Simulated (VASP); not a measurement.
# Ag (Fm-3m) in VASP: notebook

The runs below take Ag through relaxation of cell and atoms, with PBE.

All numbers are computed with VASP 6.6.1; they aren't measurements. Logs are shortened: lines on timing, memory, paths and dates and some standing lists are left out, and cuts for length are marked.

### 1 The cell of the first run

The structure is cubic, space group Fm-3m (No. 225). The conventional cell has a = 3.655 Å, b = 3.655 Å, c = 3.655 Å, α = 90.00°, β = 90.00°, γ = 90.00°. Ag (site symmetry m-3m) has 12 Ag at 2.58 Å within 3.4 Å.

### 2 Relaxation of cell and atoms, PBE, target pressure 100 GPa, at which the enthalpy is minimised

INCAR

```
  PREC = Accurate
  ENCUT = 600
  EDIFF = 1E-7
  ISMEAR = -1
  SIGMA = 0.08
  LREAL = False
  LASPH = True
  NELM = 80
  ALGO = Normal
  ISIF = 3
  LWAVE = False
  LCHARG = False
  GGA = PE
  IBRION = 2
  NSW = 60
  EDIFFG = -0.005
  PSTRESS = 1000.0
```

KPOINTS

```
Automatic mesh
0
Gamma
  18 18 18
```

POSCAR

```
Ag
1.0
    0.0000000000      1.8274276406      1.8274276406
    1.8274276406      0.0000000000      1.8274276406
    1.8274276406      1.8274276406      0.0000000000
Ag
1
Direct
    0.0000000000      0.0000000000      0.0000000000
```

Potentials or basis: VASP PAW PBE potentials, release 64 (Ag).

Command:

```sh
cat potpaw_PBE.64/Ag/POTCAR > POTCAR
mpirun -np 1 vasp_std > vasp.out
```

OUTCAR:

```text
PREC = Accurate
   ENCUT = 600
   EDIFF = 1E-7
   ISMEAR = -1
   LREAL = False
   LASPH = True
   NELM = 80
   ISIF = 3
   GGA = PE
   IBRION = 2
   NSW = 60
   EDIFFG = -0.005
   PSTRESS = 1000.0

 ion  position               nearest neighbor table
   1  0.000  0.000  0.000-

  LATTYP: Found a face centered cubic cell.
 ALAT       =     3.6548552812

  Lattice vectors:

 A1 = (   0.0000000000,   1.8274276406,   1.8274276406)
 A2 = (   1.8274276406,   0.0000000000,   1.8274276406)
 A3 = (   1.8274276406,   1.8274276406,   0.0000000000)

Analysis of symmetry for initial positions (statically):
=====================================================================
 Subroutine PRICEL returns:
 Original cell was already a primitive cell.

 Routine SETGRP: Setting up the symmetry group for a
 face centered cubic supercell.

 Subroutine GETGRP returns: Found 48 space group operations
 (whereof 48 operations were pure point group operations)
 out of a pool of 48 trial point group operations.

The static configuration has the point symmetry O_h .

Analysis of symmetry for dynamics (positions and initial velocities):
=====================================================================
 Subroutine PRICEL returns:
 Original cell was already a primitive cell.

 Routine SETGRP: Setting up the symmetry group for a
 face centered cubic supercell.

 Subroutine GETGRP returns: Found 48 space group operations
 (whereof 48 operations were pure point group operations)
 out of a pool of 48 trial point group operations.

The dynamic configuration has the point symmetry O_h .

 Subroutine INISYM returns: Found 48 space group operations
 (whereof 48 operations are pure point group operations),
 and found     1 'primitive' translations

----------------------------------------------------------------------------------------

                                     Primitive cell

  volume of cell :      12.2054

  direct lattice vectors                    reciprocal lattice vectors
     0.000000000  1.827427641  1.827427641    -0.273608645  0.273608645  0.273608645
     1.827427641  0.000000000  1.827427641     0.273608645 -0.273608645  0.273608645
     1.827427641  1.827427641  0.000000000     0.273608645  0.273608645 -0.273608645

  length of vectors
     2.584372954  2.584372954  2.584372954     0.473904074  0.473904074  0.473904074

  position of ions in fractional coordinates (direct lattice)
     0.000000000  0.000000000  0.000000000

  ion indices of the primitive-cell ions
   primitive index   ion index
                 1           1

----------------------------------------------------------------------------------------

 KPOINTS: Automatic mesh

Automatic generation of k-mesh.
 Grid dimensions read from file:
 generate k-points for:   18   18   18

 Generating k-lattice:

  Cartesian coordinates                     Fractional coordinates (reciprocal lattice)
    -0.015200480  0.015200480  0.015200480     0.055555556  0.000000000  0.000000000
     0.015200480 -0.015200480  0.015200480     0.000000000  0.055555556  0.000000000
     0.015200480  0.015200480 -0.015200480     0.000000000  0.000000000  0.055555556

  Length of vectors
     0.026328004  0.026328004  0.026328004

  Shift w.r.t. Gamma in fractional coordinates (k-lattice)
     0.000000000  0.000000000  0.000000000

 Subroutine IBZKPT returns following result:
 ===========================================

 Found    195 irreducible k-points:

 Following reciprocal coordinates:
            Coordinates               Weight
  0.000000  0.000000  0.000000      1.000000
  0.055556  0.000000  0.000000      8.000000
  0.111111  0.000000  0.000000      8.000000
  0.166667  0.000000  0.000000      8.000000
  0.222222  0.000000  0.000000      8.000000
  0.277778  0.000000  0.000000      8.000000
[... 16 lines left out ...]
 -0.277778  0.055556  0.000000     24.000000
 -0.222222  0.055556  0.000000     24.000000
 [... further k-points ...]
   k-points           NKPTS =    195   k-points in BZ     NKDIM =    195   number of bands    NBANDS=      9
   number of dos      NEDOS =    301   number of ions     NIONS =      1
   total plane-waves  NPLWV =  13824
   dimension x,y,z NGX =    24 NGY =   24 NGZ =   24
   dimension x,y,z NGXF=    48 NGYF=   48 NGZF=   48
   ions per type =               1
   NGX,Y,Z   is equivalent  to a cutoff of  15.44, 15.44, 15.44 a.u.
   NGXF,Y,Z  is equivalent  to a cutoff of  30.88, 30.88, 30.88 a.u.
 SYSTEM =  unknown system
   PREC   = accura    normal or accurate (medium, high low for compatibility)
   ISTART =      0    job   : 0-new  1-cont  2-samecut
   ICHARG =      2    charge: 1-file 2-atom 10-const
   ISPIN  =      1    spin polarized calculation?
   LNONCOLLINEAR =      F non collinear calculations
   LSORBIT =      F    spin-orbit coupling
   LASPH  =      T    aspherical Exc in radial PAW
   ENCUT  =  600.0 eV  44.10 Ry    6.64 a.u.   5.16  5.16  5.16*2*pi/ulx,y,z
   NELM   =     80;   NELMIN=  2; NELMDL= -5     # of ELM steps
   EDIFF  = 0.1E-06   stopping-criterion for ELM
   LREAL  =      F    real-space projection
   EDIFFG = -.5E-02   stopping-criterion for IOM
   NSW    =     60    number of steps for IOM
   IBRION =      2    ionic relax: 0-MD 1-quasi-New 2-CG
   NFREE  =      1    steps in history (QN), initial steepest desc. (CG)
   ISIF   =      3    stress and relaxation
   ISYM   =      2    0-nonsym 1-usesym 2-fastsym
   POTIM  = 0.5000    time-step for ionic-motion
   TEBEG  =    0.0;   TEEND  =   0.0 temperature during run
   PSTRESS= 1000.0 pullay stress
   NELECT =      11.0000    total number of electrons
   NUPDOWN=      -1.0000    fix difference up-down
   EMIN   =  10.00;   EMAX   =-10.00  energy-range for DOS
   EFERMI =   0.00;   METHOD = LEGACY
   ISMEAR =    -1;   SIGMA  =   0.08  broadening in eV -4-tet -1-fermi 0-gaus
   EFERMI_NEDOS =   21; number of points for ismear=-14 and -15
   IALGO  =     38    algorithm
   IMIX   =      4    mixing-type and parameters
     AMIX     =   0.40;   BMIX     =  1.00
     AMIX_MAG =   1.60;   BMIX_MAG =  1.00
  volume/ion in A,a.u.               =      12.21        82.37
  Fermi-wavevector in a.u.,A,eV,Ry     =   1.581329  2.988278 34.022743  2.500601
  Thomas-Fermi vector in A             =   2.681421
   LORBIT       =      0    0 simple, 1 ext, 2 COOP (PROOUT), +10 PAW based schemes
   GGA     = PE    functional components
   LHFCALC =     F    Hartree Fock is set to
   AEXX    =    0.0000 exact exchange contribution
   IVDW    =     0    specifies the selected vdW correction
   LEPSILON=     F    determine dielectric tensor
   LRPA    =     F    only Hartree local field effects (RPA)
 conjugate gradient relaxation of ions
 non-spin polarized calculation
  energy-cutoff  :      600.00
  volume of cell :       12.21
 maximum number of plane-waves:       419
 NGX is ok and might be reduce to    24
   NGX = 11   NGY = 11   NGZ = 11

--------------------------------------- Ionic step        1  -------------------------------------------

 number of electron      10.9999999 magnetization

 Free energy of the ion-electron system (eV)
  ---------------------------------------------------
  ext. energy  EPLUGINS =         0.00000000
  ---------------------------------------------------
  free energy    TOTEN  =        -1.54543415 eV

  energy without entropy =       -1.54039225  energy(sigma->0) =       -1.54291320

------------------------ aborting loop because EDIFF is reached ----------------------------------------

  FORCE on cell =-STRESS in cart. coord.  units (eV):
  Direction    XX          YY          ZZ          XY          YZ          ZX
  --------------------------------------------------------------------------------------
  -------------------------------------------------------------------------------------
  Total        7.6883561      7.6883561      7.6883561      0.0000000      0.0000000     -0.0000000
  in kB     1009.2378001   1009.2378001   1009.2378001      0.0000000      0.0000000     -0.0000000
  external PRESSURE =       9.2378001 kB  Pullay stress =    1000.0000000 kB

 VOLUME and BASIS-vectors are now :
 -----------------------------------------------------------------------------
  energy-cutoff  :      600.00
  volume of cell :       12.21
      direct lattice vectors                 reciprocal lattice vectors
     0.000000000  1.827427641  1.827427641    -0.273608645  0.273608645  0.273608645
     1.827427641  0.000000000  1.827427641     0.273608645 -0.273608645  0.273608645
     1.827427641  1.827427641  0.000000000     0.273608645  0.273608645 -0.273608645
[... 44 lines left out ...]
  FREE ENERGIE OF THE ION-ELECTRON SYSTEM (eV)
  ---------------------------------------------------
  free  energy   TOTEN  =        -1.6218519259 eV

  energy  without entropy=       -1.6167603320  energy(sigma->0) =       -1.61930613

  enthalpy is  TOTEN    =         6.0739836287 eV   P V=        7.6958355546

--------------------------------------- Ionic step        3  -------------------------------------------

 number of electron      10.9999999 magnetization

 Free energy of the ion-electron system (eV)
  ---------------------------------------------------
  ext. energy  EPLUGINS =         0.00000000
  ---------------------------------------------------
  free energy    TOTEN  =        -1.55826658 eV

  energy without entropy =       -1.55321624  energy(sigma->0) =       -1.55574141

 E-fermi :  14.2101     XC(G=0): -14.3141

 val. band max:       14.1165562857   @ k =   0.4444   0.3889   0.0000
 cond. band min:      14.2808601673   @ k =   0.5000   0.3333   0.1667
 fundamental gap:      0.1643038816
 Fermi energy:        14.2101203067

 k-point     1 :       0.0000    0.0000    0.0000
  band No.  band energies     occupation
      1       3.4693      2.00000
      2       7.6512      2.00000
      3       7.6512      2.00000
      4       7.6512      2.00000
      5       9.4970      2.00000
      6       9.4970      2.00000
      7      30.2848      0.00000
      8      35.8966      0.00000
      9      35.8966      0.00000

 k-point     2 :       0.0556    0.0000    0.0000
  band No.  band energies     occupation
      1       3.5979      2.00000
      2       7.6062      2.00000
      3       7.6968      2.00000
      4       7.6968      2.00000
      5       9.4748      2.00000
      6       9.4748      2.00000
      7      30.4321      0.00000
      8      35.0598      0.00000
      9      36.0559      0.00000
[... 253 lines left out ...]
 k-point    24 :      -0.2222    0.0556    0.0000
  band No.  band energies     occupation
      1       5.2417      2.00000
      2       7.5525      2.00000
      3       8.0490      2.00000
      4       8.0604      2.00000
      5       9.3647      2.00000
      6       9.9983      2.00000
      7      28.3290      0.00000
      8      31.5920      0.00000
      9      36.5681      0.00000

 [... further k-points ...]
[... 5 lines left out ...]
  --------------------------------------------------------------------------------------
  -------------------------------------------------------------------------------------
  Total        7.6323666      7.6323666      7.6323666     -0.0000000     -0.0000000     -0.0000000
  in kB     1000.2108687   1000.2108687   1000.2108687     -0.0000000     -0.0000000     -0.0000000
  external PRESSURE =       0.2108687 kB  Pullay stress =    1000.0000000 kB

 VOLUME and BASIS-vectors are now :
 -----------------------------------------------------------------------------
  energy-cutoff  :      600.00
  volume of cell :       12.23
      direct lattice vectors                 reciprocal lattice vectors
     0.000000000  1.828448560  1.828448560    -0.273455874  0.273455874  0.273455874
     1.828448560  0.000000000  1.828448560     0.273455874 -0.273455874  0.273455874
     1.828448560  1.828448560  0.000000000     0.273455874  0.273455874 -0.273455874

 POSITION                                       TOTAL-FORCE (eV/Angst)
 -----------------------------------------------------------------------------------
      0.00000      0.00000      0.00000        -0.000000     -0.000000     -0.000000
 -----------------------------------------------------------------------------------
    total drift:                               -0.000000      0.000000      0.000000

  FREE ENERGIE OF THE ION-ELECTRON SYSTEM (eV)
  ---------------------------------------------------
  free  energy   TOTEN  =        -1.5582665835 eV

  energy  without entropy=       -1.5532162401  energy(sigma->0) =       -1.55574141

  enthalpy is  TOTEN    =         6.0724909435 eV   P V=        7.6307575270

 reached required accuracy - stopping structural energy minimisation
```

Wall time 17 s (1 thread of Intel Xeon 6975P-C (Granite Rapids), shared host); peak memory 0.16 GiB.

What came out:

```yaml
Free_energy: -1.5583 eV
Relaxed_volume: 12.23 Å³/atom
Relaxed_cell: a = 2.586 Å, b = 2.586 Å, c = 2.586 Å, α = 60.00°, β = 60.00°, γ = 60.00°
Space_group_after_relaxing_to_0.05_Å: Fm-3m (No. 225)
Energy_change_on_relaxing_the_enthalpy_is_what_falls: -12.8 meV/atom
Ionic_steps: 3
Pressure_after_relaxing: 100.0 GPa
```

Step by step:
| step | energy change (eV) | largest force (eV/Å) | pressure (GPa) | volume (Å³) |
| --- | --- | --- | --- | --- |
| 1 | 0.0000 | 0.0000 | 100.92 | 12.21 |
| 2 | -0.0764 | 0.0000 | 95.47 | 12.33 |
| 3 | -0.0128 | 0.0000 | 100.02 | 12.23 |

Final structure:
```
Ag
1.0
     0.00000    1.82845    1.82845
     1.82845    0.00000    1.82845
     1.82845    1.82845    0.00000
Ag
1
Direct
  0.00000 0.00000 0.00000
```

Levels at points of the mesh, in eV from the Fermi level:
| k point | band 2 | band 3 | band 4 | band 5 | band 6 | band 7 | band 8 | band 9 |
| --- | --- | --- | --- | --- | --- | --- | --- | --- |
| (0.00, 0.00, 0.00) | -6.56 | -6.56 | -6.56 | -4.71 | -4.71 | 16.07 | 21.69 | 21.69 |
| (0.50, 0.00, 0.00) | -6.62 | -6.62 | -3.30 | -3.30 | -1.56 | 5.78 | 15.39 | 21.09 |
| (0.50, 0.50, 0.00) | -9.17 | -3.35 | -2.93 | -2.93 | 1.15 | 9.70 | 12.22 | 12.22 |

Caveat: the cell is relaxed towards a set pressure, so the enthalpy falls and the energy may rise.

### 3 Relaxation of cell and atoms, PBE, target pressure 100 GPa, at which the enthalpy is minimised

This run uses another cell than the first one, of 12.25 Å³/atom, 1.003 times its volume.

INCAR

```
SYSTEM = Ag
PREC = Accurate
ENCUT = 600
EDIFF = 1E-6
ISMEAR = -1
SIGMA = 0.08
LREAL = .FALSE.
LASPH = .TRUE.
NELM = 100
ALGO = Normal
ISIF = 3
LWAVE = .FALSE.
LCHARG = .FALSE.
GGA = PE
IBRION = 2
NSW = 32
EDIFFG = -0.005
PSTRESS = 1000.0
```

KPOINTS

```
Automatic mesh
0
G
  18 18 18
  0 0 0
```

POSCAR

```
Ag
1.0
    0.0000000000      1.8294980257      1.8294980257
    1.8294980257      0.0000000000      1.8294980257
    1.8294980257      1.8294980257      0.0000000000
Ag
1
Direct
    0.0000000000      0.0000000000      0.0000000000
```

Potentials or basis: VASP PAW PBE potentials, release 64 (Ag).

Command:

```sh
cat potpaw_PBE.64/Ag/POTCAR > POTCAR
mpirun -np 1 vasp_std > vasp.out
```

It took 16 s on 1 thread of Intel Xeon 6975P-C (Granite Rapids), shared host; peak memory 0.16 GiB.

Results (log left out):

```
Free energy                                            : -1.5587 eV
Relaxed volume                                         : 12.23 Å³/atom
Relaxed cell                                           : a = 2.586 Å, b = 2.586 Å, c = 2.586 Å, α = 60.00°, β = 60.00°, γ = 60.00°
Space group after relaxing (to 0.05 Å)                 : Fm-3m (No. 225)
Energy change on relaxing (the enthalpy is what falls) : +12.7 meV/atom
Ionic steps                                            : 3
Pressure after relaxing                                : 100.0 GPa
```

Step by step:
```tsv
step	energy change (eV)	largest force (eV/Å)	pressure (GPa)	volume (Å³)
1	0.0000	0.0000	99.08	12.25
2	0.0791	0.0000	104.63	12.12
3	0.0127	0.0000	100.04	12.23
```

Final structure:
```
Ag
1.0
     0.00000    1.82848    1.82848
     1.82848    0.00000    1.82848
     1.82848    1.82848    0.00000
Ag
1
Direct
  0.00000 0.00000 0.00000
```

Levels at points of the mesh, in eV from the Fermi level:
| k point | band 2 | band 3 | band 4 | band 5 | band 6 | band 7 | band 8 | band 9 |
| --- | --- | --- | --- | --- | --- | --- | --- | --- |
| (0.00, 0.00, 0.00) | -6.56 | -6.56 | -6.56 | -4.71 | -4.71 | 16.07 | 21.69 | 21.69 |
| (0.50, 0.00, 0.00) | -6.62 | -6.62 | -3.30 | -3.30 | -1.56 | 5.78 | 15.39 | 21.09 |
| (0.50, 0.50, 0.00) | -9.17 | -3.35 | -2.93 | -2.93 | 1.15 | 9.70 | 12.22 | 12.22 |

Caveat: the cell is relaxed towards a set pressure, so the enthalpy falls and the energy may rise.
